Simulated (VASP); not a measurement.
# Y (I4_1/amd) in VASP: single point with r2SCAN

Aim: the single point of Y with r2SCAN.

Everything below comes from runs of VASP 6.6.1. Logs are shortened: lines on timing, memory, paths and dates and some standing lists are left out, and cuts for length are marked.

### Step 1. The cell of the first run

Symmetry: I4_1/amd, No. 141, tetragonal system. Conventional cell: a = 6.322 Å, b = 6.322 Å, c = 3.449 Å, α = 90.00°, β = 90.00°, γ = 90.00°. Within 4.3 Å of Y (site symmetry -4m2) lie 10 Y at 3.28 to 4.08 Å.

### Step 2. Single point, r2SCAN

File POSCAR:

```
Y
1.0
   -3.1610033008      3.1610033008      1.7243856510
    3.1610033008     -3.1610033008      1.7243856510
    3.1610033008      3.1610033008     -1.7243856510
Y
2
Direct
    0.0000000000      0.0000000000      0.0000000000
    0.7500000000      0.2500000000      0.5000000000
```

File INCAR.step1:

```
  PREC = Accurate
  ENCUT = 520
  ISMEAR = 0
  SIGMA = 0.1
  LREAL = F
  LASPH = T
  NELM = 80
  NBANDS = 18
  GGA = PE
  ALGO = Normal
  EDIFF = 1E-4
  LWAVE = T
  LCHARG = F
```

File INCAR.step2:

```
  PREC = Accurate
  ENCUT = 520
  EDIFF = 1E-6
  ISMEAR = 0
  SIGMA = 0.1
  LREAL = F
  LASPH = T
  NELM = 80
  ALGO = Normal
  ISIF = 2
  LWAVE = F
  LCHARG = F
  METAGGA = R2SCAN
  LMIXTAU = T
  NBANDS = 18
  ISTART = 1
```

File KPOINTS:

```
Automatic mesh
0
Gamma
  6 6 6
```

Potentials or basis: VASP PAW PBE potentials, release 64 (Y_sv).

Command:

```bash
> cat potpaw_PBE.64/Y_sv/POTCAR > POTCAR
> cp INCAR.step1 INCAR
> mpirun -np 1 vasp_std > vasp.out
> cp INCAR.step2 INCAR
> mpirun -np 1 vasp_std > vasp.out
```

OUTCAR:

```text
PREC = Accurate
   ENCUT = 520
   EDIFF = 1E-6
   ISMEAR = 0
   LREAL = F
   LASPH = T
   NELM = 80
   ISIF = 2
   METAGGA = R2SCAN
   ISTART = 1

 ion  position               nearest neighbor table
   1  0.000  0.000  0.000-   2 3.28   2 3.28   2 3.28   2 3.28   2 4.08   2 4.08   2 4.08   2 4.08

   2  0.750  0.250  0.500-   1 3.28   1 3.28   1 3.28   1 3.28   1 4.08   1 4.08   1 4.08   1 4.08

  LATTYP: Found a body centered tetragonal cell.
 ALAT       =     6.3220066016
 C/A-ratio  =     0.5455184595

  Lattice vectors:

 A1 = (  -3.1610033008,   3.1610033008,   1.7243856510)
 A2 = (   3.1610033008,  -3.1610033008,   1.7243856510)
 A3 = (   3.1610033008,   3.1610033008,  -1.7243856510)

Analysis of symmetry for initial positions (statically):
=====================================================================
 Subroutine PRICEL returns:
 Original cell was already a primitive cell.

 Routine SETGRP: Setting up the symmetry group for a
 body centered tetragonal supercell.

 Subroutine GETGRP returns: Found 16 space group operations
 (whereof  8 operations were pure point group operations)
 out of a pool of 16 trial point group operations.

The static configuration has the point symmetry D_2d.
 The point group associated with its full space group is D_4h.

Analysis of symmetry for dynamics (positions and initial velocities):
=====================================================================
 Subroutine PRICEL returns:
 Original cell was already a primitive cell.

 Routine SETGRP: Setting up the symmetry group for a
 body centered tetragonal supercell.

 Subroutine GETGRP returns: Found 16 space group operations
 (whereof  8 operations were pure point group operations)
 out of a pool of 16 trial point group operations.

The dynamic configuration has the point symmetry D_2d.
 The point group associated with its full space group is D_4h.

 Subroutine INISYM returns: Found 16 space group operations
 (whereof  8 operations are pure point group operations),
 and found     1 'primitive' translations

----------------------------------------------------------------------------------------

                                     Primitive cell

  volume of cell :      68.9198

  direct lattice vectors                    reciprocal lattice vectors
    -3.161003301  3.161003301  1.724385651     0.000000000  0.158177627  0.289958339
     3.161003301 -3.161003301  1.724385651     0.158177627  0.000000000  0.289958339
     3.161003301  3.161003301 -1.724385651     0.158177627  0.158177627  0.000000000

  length of vectors
     4.791387023  4.791387023  4.791387023     0.330296837  0.330296837  0.223696945

  position of ions in fractional coordinates (direct lattice)
     0.000000000  0.000000000  0.000000000
     0.750000000  0.250000000  0.500000000

  ion indices of the primitive-cell ions
   primitive index   ion index
                 1           1
                 2           2

----------------------------------------------------------------------------------------

 KPOINTS: Automatic mesh

Automatic generation of k-mesh.
 Grid dimensions read from file:
 generate k-points for:    6    6    6

 Generating k-lattice:

  Cartesian coordinates                     Fractional coordinates (reciprocal lattice)
     0.000000000  0.026362938  0.048326390     0.166666667  0.000000000  0.000000000
     0.026362938  0.000000000  0.048326390     0.000000000  0.166666667  0.000000000
     0.026362938  0.026362938  0.000000000     0.000000000  0.000000000  0.166666667

  Length of vectors
     0.055049473  0.055049473  0.037282824

  Shift w.r.t. Gamma in fractional coordinates (k-lattice)
     0.000000000  0.000000000  0.000000000

 Subroutine IBZKPT returns following result:
 ===========================================

 Found     30 irreducible k-points:

 Following reciprocal coordinates:
            Coordinates               Weight
  0.000000  0.000000  0.000000      1.000000
  0.166667 -0.000000  0.000000      8.000000
  0.333333 -0.000000  0.000000      8.000000
  0.500000 -0.000000  0.000000      4.000000
  0.166667  0.166667  0.000000      8.000000
  0.333333  0.166667  0.000000     16.000000
[... 16 lines left out ...]
 -0.333333 -0.333333  0.166667      8.000000
 -0.166667 -0.333333  0.166667      8.000000
 [... further k-points ...]
   k-points           NKPTS =     30   k-points in BZ     NKDIM =     30   number of bands    NBANDS=     18
   number of dos      NEDOS =    301   number of ions     NIONS =      2
   total plane-waves  NPLWV =  46656
   dimension x,y,z NGX =    36 NGY =   36 NGZ =   36
   dimension x,y,z NGXF=    72 NGYF=   72 NGZF=   72
   ions per type =               2
   NGX,Y,Z   is equivalent  to a cutoff of  12.49, 12.49, 12.49 a.u.
   NGXF,Y,Z  is equivalent  to a cutoff of  24.98, 24.98, 24.98 a.u.
 SYSTEM =  unknown system
   PREC   = accura    normal or accurate (medium, high low for compatibility)
   ISTART =      1    job   : 0-new  1-cont  2-samecut
   ICHARG =      0    charge: 1-file 2-atom 10-const
   ISPIN  =      1    spin polarized calculation?
   LNONCOLLINEAR =      F non collinear calculations
   LSORBIT =      F    spin-orbit coupling
   LASPH  =      T    aspherical Exc in radial PAW
   ENCUT  =  520.0 eV  38.22 Ry    6.18 a.u.   8.91  8.91  8.91*2*pi/ulx,y,z
   NELM   =     80;   NELMIN=  2; NELMDL=  0     # of ELM steps
   EDIFF  = 0.1E-05   stopping-criterion for ELM
   LREAL  =      F    real-space projection
   EDIFFG = 0.1E-04   stopping-criterion for IOM
   NSW    =      0    number of steps for IOM
   IBRION =     -1    ionic relax: 0-MD 1-quasi-New 2-CG
   NFREE  =      0    steps in history (QN), initial steepest desc. (CG)
   ISIF   =      2    stress and relaxation
   ISYM   =      2    0-nonsym 1-usesym 2-fastsym
   POTIM  = 0.5000    time-step for ionic-motion
   TEBEG  =    0.0;   TEEND  =   0.0 temperature during run
   PSTRESS=    0.0 pullay stress
   NELECT =      22.0000    total number of electrons
   NUPDOWN=      -1.0000    fix difference up-down
   EMIN   =  10.00;   EMAX   =-10.00  energy-range for DOS
   EFERMI =   0.00;   METHOD = LEGACY
   ISMEAR =     0;   SIGMA  =   0.10  broadening in eV -4-tet -1-fermi 0-gaus
   EFERMI_NEDOS =   21; number of points for ismear=-14 and -15
   IALGO  =     38    algorithm
   IMIX   =      4    mixing-type and parameters
     AMIX     =   0.40;   BMIX     =  1.00
     AMIX_MAG =   1.60;   BMIX_MAG =  1.00
  volume/ion in A,a.u.               =      34.46       232.55
  Fermi-wavevector in a.u.,A,eV,Ry     =   1.118839  2.114299 17.031785  1.251801
  Thomas-Fermi vector in A             =   2.255473
   LORBIT       =      0    0 simple, 1 ext, 2 COOP (PROOUT), +10 PAW based schemes
   METAGGA = R2SCAN    functional components
   LHFCALC =     F    Hartree Fock is set to
   AEXX    =    0.0000 exact exchange contribution
   IVDW    =     0    specifies the selected vdW correction
   LEPSILON=     F    determine dielectric tensor
   LRPA    =     F    only Hartree local field effects (RPA)
 non-spin polarized calculation
 Gauss-broadening in eV      SIGMA  =   0.10
  energy-cutoff  :      520.00
  volume of cell :       68.92
 maximum number of plane-waves:      1878
   NGX = 17   NGY = 17   NGZ = 17

 number of electron      22.0000000 magnetization

 Free energy of the ion-electron system (eV)
  ---------------------------------------------------
  ext. energy  EPLUGINS =         0.00000000
  ---------------------------------------------------
  free energy    TOTEN  =       -39.68855193 eV

  energy without entropy =      -39.67620559  energy(sigma->0) =      -39.68237876

 E-fermi :   2.8563     XC(G=0):  -9.8446

 val. band max:        2.8408636246   @ k =   0.5000   0.5000   0.3333
 cond. band min:       2.8585879980   @ k =   0.0000   0.0000   0.0000
 fundamental gap:      0.0177243734
 Fermi energy:         2.8562874664

 k-point     1 :       0.0000    0.0000    0.0000
  band No.  band energies     occupation
      1     -41.8427      2.00000
      2     -41.7069      2.00000
      3     -21.4258      2.00000
      4     -21.4258      2.00000
      5     -20.8724      2.00000
      6     -20.8724      2.00000
[... 10 lines left out ...]
     17       6.2857      0.00000
     18       7.0170      0.00000

 k-point     2 :       0.1667   -0.0000    0.0000
  band No.  band energies     occupation
      1     -41.8261      2.00000
      2     -41.7056      2.00000
      3     -21.4155      2.00000
      4     -21.3744      2.00000
      5     -20.9547      2.00000
      6     -20.9101      2.00000
[... 10 lines left out ...]
     17       6.1885      0.00000
     18       7.9767      0.00000

 k-point     3 :       0.3333   -0.0000    0.0000
  band No.  band energies     occupation
      1     -41.7898      2.00000
      2     -41.7058      2.00000
      3     -21.3945      2.00000
      4     -21.2968      2.00000
      5     -21.1688      2.00000
      6     -21.0775      2.00000
[... 10 lines left out ...]
     17       6.2218      0.00000
     18       7.1239      0.00000

 k-point     4 :       0.5000   -0.0000    0.0000
  band No.  band energies     occupation
      1     -41.7685      2.00000
      2     -41.7090      2.00000
      3     -21.3837      2.00000
      4     -21.3332      2.00000
      5     -21.2588      2.00000
      6     -21.0712      2.00000
[... 375 lines left out ...]
      4     -21.3430      2.00000
      5     -21.1458      2.00000
      6     -21.1000      2.00000
[... 10 lines left out ...]
     17       6.2241      0.00000
     18       6.6166      0.00000

 k-point    23 :      -0.3333   -0.3333    0.1667
  band No.  band energies     occupation
      1     -41.7712      2.00000
      2     -41.7235      2.00000
      3     -21.4177      2.00000
      4     -21.3965      2.00000
      5     -21.1425      2.00000
      6     -21.1049      2.00000
[... 10 lines left out ...]
     17       6.4200      0.00000
     18       6.4428      0.00000

 k-point    24 :      -0.1667   -0.3333    0.1667
  band No.  band energies     occupation
      1     -41.7780      2.00000
      2     -41.6993      2.00000
      3     -21.3852      2.00000
      4     -21.3777      2.00000
      5     -21.2421      2.00000
      6     -21.1907      2.00000
[... 10 lines left out ...]
     17       7.1970      0.00000
     18       7.8689      0.00000

 [... further k-points ...]
[... 5 lines left out ...]
  --------------------------------------------------------------------------------------
  -------------------------------------------------------------------------------------
  Total       -0.7057667     -0.7057667     -0.3917955      0.0000000     -0.0000000      0.0000000
  in kB      -16.4069346    -16.4069346     -9.1080569      0.0000000     -0.0000000      0.0000000
  external PRESSURE =     -13.9739754 kB  Pullay stress =       0.0000000 kB

 VOLUME and BASIS-vectors are now :
 -----------------------------------------------------------------------------
  energy-cutoff  :      520.00
  volume of cell :       68.92
      direct lattice vectors                 reciprocal lattice vectors
    -3.161003301  3.161003301  1.724385651     0.000000000  0.158177627  0.289958339
     3.161003301 -3.161003301  1.724385651     0.158177627  0.000000000  0.289958339
     3.161003301  3.161003301 -1.724385651     0.158177627  0.158177627  0.000000000

 POSITION                                       TOTAL-FORCE (eV/Angst)
 -----------------------------------------------------------------------------------
      0.00000      0.00000      0.00000        -0.000000     -0.000000      0.000000
      0.00000      3.16100      0.86219         0.000000      0.000000     -0.000000
 -----------------------------------------------------------------------------------
    total drift:                               -0.000000      0.000000     -0.000000

  FREE ENERGIE OF THE ION-ELECTRON SYSTEM (eV)
  ---------------------------------------------------
  free  energy   TOTEN  =       -39.6885519338 eV

  energy  without entropy=      -39.6762055886  energy(sigma->0) =      -39.68237876
```

Run time: 3.3 min. Hardware: 1 thread of AMD EPYC 7R43 (Zen 3), shared host; peak memory 0.19 GiB.

Results:

```yaml
Free_energy: -39.6886 eV
Pressure: -1.4 GPa
Band_gap_on_the_k_mesh: zero (band 11 reaches 3.11 eV, above the bottom of band 12 at 2.56 eV)
```

Caveat: the PAW data sets were made with another functional, which shifts forces and pressure a little.
